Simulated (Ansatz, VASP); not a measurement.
One calculation of PbS, two programs

```
CELL_PARAMETERS angstrom
0.00000 2.98723 2.98723
2.98723 0.00000 2.98723
2.98723 2.98723 0.00000
ATOMIC_POSITIONS crystal
Pb 0.00000 0.00000 0.00000
S 0.50000 0.50000 0.50000
```

Alike in both runs: task single point; functional PBE; k mesh 8 × 8 × 8; occupations fermi-dirac, width 0.02 eV; non-collinear spin, spin-orbit coupling.

```csv
,VASP,Ansatz
version,VASP 6.6.1,Ansatz 0.2.0
potentials or method,"VASP PAW PBE potentials, release 64 (Pb_d, S)","plane waves, PAW"
plane-wave cutoff (eV),520,420
valence electrons in the cell,20,20
```

```tsv
	VASP	Ansatz	Ansatz less VASP
pressure (GPa)	0.7	0.6	-0.11
net moment per atom (μB)	0.00	0.00	0.000
```
